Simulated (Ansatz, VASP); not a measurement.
Two plane-wave programs on C

File POSCAR:

```
C
1.0
    2.5123860676      0.0000000000      0.0000000000
   -1.2561930338      2.1757901587      0.0000000000
    0.0000000000      0.0000000000     12.3917726650
C
12
Direct
    0.0000000000      0.0000000000      0.1868286690
    0.0000000000      0.0000000000      0.6868286690
    0.0000000000      0.0000000000      0.3131713310
    0.0000000000      0.0000000000      0.8131713310
    0.3333333333      0.6666666667      0.5207643649
    0.6666666667      0.3333333333      0.0207643649
    0.3333333333      0.6666666667      0.9792356351
    0.6666666667      0.3333333333      0.4792356351
    0.3333333333      0.6666666667      0.6450550061
    0.6666666667      0.3333333333      0.1450550061
    0.3333333333      0.6666666667      0.8549449939
    0.6666666667      0.3333333333      0.3549449939
```

INCAR.step1

```
SYSTEM = C
PREC = Accurate ; ENCUT = 520
ISMEAR = 0 ; SIGMA = 0.02
LREAL = .FALSE. ; LASPH = .TRUE.
NELM = 80 ; NBANDS = 36
GGA = PE ; ALGO = Normal
EDIFF = 1E-4 ; LWAVE = .TRUE.
LCHARG = .FALSE.
```

The input INCAR.step2:

```
SYSTEM = C
PREC = Accurate ; ENCUT = 520
EDIFF = 1E-6 ; ISMEAR = 0
SIGMA = 0.02 ; LREAL = .FALSE.
LASPH = .TRUE. ; NELM = 80
ALGO = Normal ; ISIF = 2
LWAVE = .FALSE. ; LCHARG = .FALSE.
METAGGA = R2SCAN ; LMIXTAU = .TRUE.
NBANDS = 36 ; ISTART = 1
```

KPOINTS

```
Automatic mesh
0
G
  12 12 2
  0 0 0
```

Input for Ansatz:

```yaml
crystal:
  lattice:
    - [2.5123860676, 0.0, 0.0]
    - [-1.2561930338, 2.1757901587, 0.0]
    - [0.0, 0.0, 12.391772665]
  atoms:
    - { symbol: C, position: [0.0, 0.0, 0.186828669] }
    - { symbol: C, position: [0.0, 0.0, 0.686828669] }
    - { symbol: C, position: [0.0, 0.0, 0.313171331] }
    - { symbol: C, position: [0.0, 0.0, 0.813171331] }
    - { symbol: C, position: [0.3333333333, 0.6666666667, 0.5207643649] }
    - { symbol: C, position: [0.6666666667, 0.3333333333, 0.0207643649] }
    - { symbol: C, position: [0.3333333333, 0.6666666667, 0.9792356351] }
    - { symbol: C, position: [0.6666666667, 0.3333333333, 0.4792356351] }
    - { symbol: C, position: [0.3333333333, 0.6666666667, 0.6450550061] }
    - { symbol: C, position: [0.6666666667, 0.3333333333, 0.1450550061] }
    - { symbol: C, position: [0.3333333333, 0.6666666667, 0.8549449939] }
    - { symbol: C, position: [0.6666666667, 0.3333333333, 0.3549449939] }
basis:
  ecutwfc: 500
kpoints:
  mp_grid: { grid: [12, 12, 2] }
  band_path:
    path:
      - [[0.0, 0.0, 0.0], [0.5, 0.0, 0.0], [0.33333333, 0.33333333, 0.0], [0.0, 0.0, 0.0], [0.0, 0.0, 0.5], [0.5, 0.0, 0.5], [0.33333333, 0.33333333, 0.5], [0.0, 0.0, 0.5]]
      - [[0.5, 0.0, 0.5], [0.5, 0.0, 0.0]]
      - [[0.33333333, 0.33333333, 0.5], [0.33333333, 0.33333333, 0.0]]
    npoints: 10
hamiltonian:
  xc: r2scan
scf:
  occupations: { method: gaussian, width: 0.02 }
  n_extra_bands: 30
output:
  forces: true
  stress: true
  eigenvalues: true
  populations: true
  dos: { projected: true, de: 0.02, nscf_kmesh: { grid: [18, 18, 3] } }
  bader: false
  write_density: true
  write_potential: true
  elf: true
  volumetric_format: npy
```

Alike in both runs: task single point; functional r2SCAN; k mesh 12 × 12 × 2; occupations gaussian, width 0.02 eV; no spin polarisation.

|  | VASP | Ansatz |
| --- | --- | --- |
| version | VASP 6.6.1 | Ansatz 0.2.0 |
| potentials or method | VASP PAW PBE potentials, release 64 (C), cutoff 520 eV | scalar-relativistic, plane waves, PAW |
| valence electrons in the cell | 48 | 48 |

```tsv
	VASP	Ansatz	Ansatz less VASP
gap on the k mesh at the Fermi level (eV)	4.66	4.69	+0.027
least direct gap on the mesh (eV)	5.63	5.68	+0.045
pressure (GPa)	1.1	0.0	-1.10
```

VASP's potentials were made for PBE, not for r2SCAN.
